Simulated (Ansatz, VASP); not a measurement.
One calculation of Ca, two programs

```xyz
2
Lattice="4.2984 0.0000 0.0000 -2.1492 3.7225 0.0000 0.0000 0.0000 6.5200" Properties=species:S:1:pos:R:3 pbc="T T T"
Ca    0.0000    2.4817    1.6300
Ca    2.1492    1.2408    4.8900
```

Change from the starting cell: strain +0.080 along x and y, +0.000 along z, atoms carried along.

Alike in both runs: task single point; functional PBE; k mesh 15 × 15 × 8; occupations gaussian, width 0.15 eV; no spin polarisation.

|  | VASP | Ansatz |
| --- | --- | --- |
| version | VASP 6.6.1 | Ansatz 0.2.0 |
| potentials or method | VASP PAW PBE potentials, release 64 (Ca_sv), cutoff 520 eV | scalar-relativistic, plane waves, PAW |
| valence electrons in the cell | 20 | 20 |

VASP gave:

```
gap on the k mesh at the Fermi level (eV)                     : none
pressure (GPa)                                                : -2.4
traceless stress, the component that is largest in VASP (GPa) : 0.82
```

Q: Estimate Ansatz's values.

A: gap on the k mesh at the Fermi level (eV): none; pressure (GPa): -2.4; traceless stress, the component that is largest in VASP (GPa): 0.81.

A gap of «none» marks a metal or a gap that the smearing closes.
